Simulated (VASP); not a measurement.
**As: single point with BLYP**

Crystal: As.

```
As
1.0
     2.70368    0.00000    0.00000
     0.00000    2.70368    0.00000
     0.00000    0.00000    2.70368
As
1
Direct
  0.50000 0.50000 0.50000
```

```yaml
Program: VASP 6.6.1
Task: single point
Functional: BLYP
Potentials_or_basis: VASP PAW PBE potentials, release 64 (As)
Cutoff: 520 eV
k_mesh: 10 × 10 × 10
Occupations: fermi-dirac, width 0.05 eV
Spin: no spin polarisation
```

The pressure is 9.1 GPa.

Levels at points of the mesh, in eV from the Fermi level:
| k point | band 1 | band 2 | band 3 | band 4 | band 5 | band 6 |
| --- | --- | --- | --- | --- | --- | --- |
| (0.00, 0.00, 0.00) | -14.96 | 4.10 | 4.10 | 4.10 | 8.69 | 8.69 |
| (0.50, 0.00, 0.00) | -11.89 | -6.79 | 6.33 | 6.33 | 11.27 | 14.55 |
| (0.50, 0.50, 0.00) | -8.67 | -4.22 | -4.22 | 2.91 | 8.44 | 16.51 |
| (0.50, 0.50, 0.50) | -5.11 | -1.85 | -1.85 | -1.85 | 6.23 | 6.23 |

Wall time 18 s on 1 thread of AMD EPYC 7R13, with other jobs on the host, peak memory 0.09 GiB.

Caveat: the PAW data sets were made with another functional, which shifts forces and pressure a little.
